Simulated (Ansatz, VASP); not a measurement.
**SnSe2 in VASP and in Ansatz**

```
CELL_PARAMETERS angstrom
3.81776 0.00000 0.00000
-1.90888 3.30627 0.00000
0.00000 0.00000 6.15627
ATOMIC_POSITIONS crystal
Sn 0.00000 0.00000 0.00000
Se 0.33333 0.66667 0.25772
Se 0.66667 0.33333 0.74228
```

Alike in both runs: functional PBEsol; k mesh 12 × 12 × 6; occupations gaussian, width 0.02 eV; no spin polarisation.

Ansatz relaxed the structure, and its values are those at the end. VASP's run is a single point on that final structure, the one shown.

```csv
,VASP,Ansatz
version,VASP 6.6.1,Ansatz 0.2.0
potentials or method,"VASP PAW PBE potentials, release 64 (Sn_d, Se), cutoff 520 eV","scalar-relativistic, plane waves, PAW"
valence electrons in the cell,26,46
```

|  | VASP | Ansatz | Ansatz less VASP |
| --- | --- | --- | --- |
| gap on the k mesh at the Fermi level (eV) | 0.49 | 0.49 | +0.005 |
| least direct gap on the mesh (eV) | 0.99 | 1.00 | +0.009 |
| pressure (GPa) | 0.1 | 0.0 | -0.10 |
| rms of the force components (eV/Å) | 0.010 | 0.000 | -0.0093 |

VASP's potentials were made for PBE, not for PBEsol. VASP's potentials hold 26 valence electrons a cell and Ansatz's 46, so a difference there can come from the potentials and not from the codes.
